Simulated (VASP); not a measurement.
Ge, 2 atoms in the cell. The structure is tetragonal, space group I4_1/amd (No. 141). Conventional cell: a = 4.321 Å, b = 4.321 Å, c = 5.205 Å, α = 90.00°, β = 90.00°, γ = 90.00°. Ge (site symmetry -4m2) has 4 Ge at 2.52 Å within 3.3 Å.  This cell differs from its parent crystal: strain +0.080 along x and y, -0.080 along z.

| Item | Value |
| --- | --- |
| Program | VASP 6.6.1 |
| Task | single point |
| Functional | PBE |
| Potentials or basis | VASP PAW PBE potentials, release 64 (Ge_d) |
| Cutoff | 500 eV |
| k mesh | 14 × 14 × 14 |
| Occupations | gaussian, width 0.15 eV |
| Spin | no spin polarisation |
| Dipole correction | no |
| Further INCAR settings | ALGO = Normal; EDIFF = 1e-06; NBANDS = 21 |

Potentials or basis: VASP PAW PBE potentials, release 64 (Ge_d).

Command:

```console
$ cat potpaw_PBE.64/Ge_d/POTCAR > POTCAR
$ mpirun -np 1 vasp_std > vasp.out
```

Hardware: 1 thread of Intel Xeon 8259CL (shared host).

**Question.** Estimate the wall time of this run.

**Answer.** It took 4.8 min on 1 thread of Intel Xeon 8259CL (shared host), peak memory 0.31 GiB. Counts: scf iterations 12, k points 244.
